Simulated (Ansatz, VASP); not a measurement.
Cu: VASP beside Ansatz

Contents of POSCAR:

```
Cu
1.0
   -1.4396325862      1.4396325862      1.4396325862
    1.4396325862     -1.4396325862      1.4396325862
    1.4396325862      1.4396325862     -1.4396325862
Cu
1
Direct
    0.0000000000      0.0000000000      0.0000000000
```

File INCAR.step1:

```
PREC = Accurate
ENCUT = 520
ISMEAR = -1
SIGMA = 0.1
LREAL = F
LASPH = T
NELM = 100
NBANDS = 12
GGA = PE
ALGO = Normal
EDIFF = 1E-4
LWAVE = T
LCHARG = F
```

INCAR.step2

```
PREC = Accurate
ENCUT = 520
EDIFF = 1E-6
ISMEAR = -1
SIGMA = 0.1
LREAL = F
LASPH = T
NELM = 100
ALGO = Normal
ISIF = 2
LWAVE = F
LCHARG = F
METAGGA = R2SCAN
LMIXTAU = T
NBANDS = 12
ISTART = 1
```

KPOINTS

```
Automatic mesh
0
Gamma
  17 17 17
```

Input for Ansatz:

```yaml
crystal:
  lattice:
    - [-1.4396325862, 1.4396325862, 1.4396325862]
    - [1.4396325862, -1.4396325862, 1.4396325862]
    - [1.4396325862, 1.4396325862, -1.4396325862]
  atoms:
    - { symbol: Cu, position: [0.0, 0.0, 0.0] }
hamiltonian:
  xc: r2scan
  pseudopotentials:
    kind: paw
    azcp:
      Cu: "pseudopotentials/Cu.paw.azcp"
basis:
  ecutwfc: 500
  fft_grid_basis: typed
kpoints:
  mp_grid: { grid: [17, 17, 17], shift: [0, 0, 0] }
magnetization:
  spin_polarized: false
scf:
  occupations: { method: fermi_dirac, width: 0.1 }
  lower_state_search: "off"
output:
  stress: true
  write_density: true
  write_potential: true
  elf: true
  volumetric_format: npy
```

Alike in both runs: task single point; functional r2SCAN; k mesh 17 × 17 × 17; occupations fermi-dirac, width 0.1 eV; no spin polarisation.

|  | VASP | Ansatz |
| --- | --- | --- |
| version | VASP 6.6.1 | Ansatz 0.2.0 |
| potentials or method | VASP PAW PBE potentials, release 64 (Cu), cutoff 520 eV | plane waves (500 eV) with PAW, scalar-relativistic |
| valence electrons in the cell | 11 | 19 |

|  | VASP | Ansatz | Ansatz less VASP |
| --- | --- | --- | --- |
| pressure (GPa) | -5.1 | -5.7 | -0.60 |

VASP's potentials were made for PBE, not for r2SCAN. With one functional, cell and mesh, what is left measures potentials, basis and numerics. VASP's potentials hold 11 valence electrons a cell and Ansatz's 19, so a difference there can come from the potentials and not from the codes.
